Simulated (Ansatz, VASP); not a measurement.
## Ir: VASP beside Ansatz

File POSCAR:

```
Ir
1.0
    2.6952115654      0.0000000000      0.0000000000
   -1.3476057827      2.3341216842      0.0000000000
    0.0000000000      0.0000000000      4.3711972971
Ir
2
Direct
    0.3333333333      0.6666666667      0.2500000000
    0.6666666667      0.3333333333      0.7500000000
```

The input INCAR.step1:

```
PREC     = Accurate       # precision mode
ENCUT    = 550            # plane-wave cutoff, eV
ISMEAR   = -1             # smearing method
SIGMA    = 0.05           # smearing width, eV
LREAL    = False          # projectors in reciprocal space
LASPH    = True           # aspherical terms in the spheres
NELM     = 120            # most SCF steps
NBANDS   = 24             # bands
GGA      = PE             # functional
ALGO     = Normal         # electronic algorithm
EDIFF    = 1E-5           # SCF threshold, eV
LWAVE    = True           # write WAVECAR
LCHARG   = False          # write CHGCAR
GGA_COMPAT= False
```

INCAR.step2

```
PREC     = Accurate       # precision mode
ENCUT    = 550            # plane-wave cutoff, eV
EDIFF    = 1E-6           # SCF threshold, eV
ISMEAR   = -1             # smearing method
SIGMA    = 0.05           # smearing width, eV
LREAL    = False          # projectors in reciprocal space
LASPH    = True           # aspherical terms in the spheres
NELM     = 120            # most SCF steps
ALGO     = Normal         # electronic algorithm
ISIF     = 2              # what is computed and relaxed
LWAVE    = False          # write WAVECAR
LCHARG   = False          # write CHGCAR
METAGGA  = R2SCAN         # meta-GGA
LMIXTAU  = True         
NBANDS   = 24             # bands
ISTART   = 1            
GGA_COMPAT= False
```

File KPOINTS:

```
Automatic mesh
0
Gamma
  11 11 6
```

Contents of input.yaml:

```yaml
crystal:
  lattice:
    - [2.6952115654, 0.0, 0.0]
    - [-1.3476057827, 2.3341216842, 0.0]
    - [0.0, 0.0, 4.3711972971]
  atoms:
    - { symbol: Ir, position: [0.3333333333, 0.6666666667, 0.25] }
    - { symbol: Ir, position: [0.6666666667, 0.3333333333, 0.75] }
hamiltonian:
  xc: r2scan
  pseudopotentials: { kind: paw }
kpoints:
  mp_grid: { grid: [11, 11, 6] }
scf:
  occupations: { method: fermi_dirac, width: 0.05 }
output:
  forces: true
  stress: true
  eigenvalues: true
```

Alike in both runs: task single point; functional r2SCAN; k mesh 11 × 11 × 6; occupations fermi-dirac, width 0.05 eV; no spin polarisation.

```csv
,VASP,Ansatz
version,VASP 6.6.1,Ansatz 0.2.0
potentials or method,"VASP PAW PBE potentials, release 64 (Ir_sv_GW)",Ansatz PAW
plane-wave cutoff (eV),550,500
valence electrons in the cell,34,34
```

VASP gave:

```
gap on the k mesh at the Fermi level (eV) : none
pressure (GPa)                            : 13.0
```

Question: Estimate Ansatz's values.

Answer: gap on the k mesh at the Fermi level (eV): none; pressure (GPa): 15.3.

VASP's potentials were made for PBE, not for r2SCAN. A gap of «none» marks a metal or a gap that the smearing closes. The functional is the same, so the differences come from potentials, cutoffs and numerics.

Neither program's run includes spin-orbit coupling.
